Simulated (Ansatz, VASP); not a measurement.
One calculation of Pt5Se12, two programs

```xyz
17
Lattice="3.7607 0.0000 0.0000 0.0000 8.1290 0.0000 0.0000 0.0000 25.9582" Properties=species:S:1:pos:R:3 pbc="T T T"
Se    1.8804    1.6849    7.9853
Se    0.0000    4.0023    8.7234
Se    0.0000    7.1258    9.1798
Se    1.8804    1.3766   10.3062
Se    1.8804    4.5137   11.4663
Se    0.0000    6.8566   12.7208
Se    0.0000    1.8720   13.2374
Se    1.8804    4.2150   14.4918
Se    1.8804    7.3521   15.6520
Se    0.0000    1.6029   16.7784
Se    0.0000    4.7264   17.2348
Se    1.8804    7.0438   17.9729
Pt    1.8804    5.5975    9.2180
Pt    0.0000    2.9318   10.9809
Pt    1.8804    0.2998   12.9791
Pt    0.0000    5.7968   14.9773
Pt    1.8804    3.1312   16.7402
```

Alike in both runs: functional PBEsol; k mesh 9 × 5 × 1; occupations gaussian, width 0.1 eV; no spin polarisation.

Ansatz relaxed the structure, and its values are those at the end. VASP's run is a single point on that final structure, the one shown.

|  | VASP | Ansatz |
| --- | --- | --- |
| version | VASP 6.6.1 | Ansatz 0.2.0 |
| potentials or method | VASP PAW PBE potentials, release 64 (Se, Pt), cutoff 520 eV | scalar-relativistic, plane waves, PAW |
| valence electrons in the cell | 122 | 282 |

```tsv
	VASP	Ansatz	Ansatz less VASP
gap on the k mesh at the Fermi level (eV)	none	none	-
rms of the force components (eV/Å)	0.012	0.005	-0.0074
```

VASP's potentials were made for PBE, not for PBEsol. A gap of «none» marks a metal or a gap that the smearing closes. The functional is the same, so the differences come from potentials, cutoffs and numerics. VASP's potentials hold 122 valence electrons a cell and Ansatz's 282, so a difference there can come from the potentials and not from the codes. Ansatz's warnings: xc potential rough in thin density.

Spin-orbit coupling is off throughout.
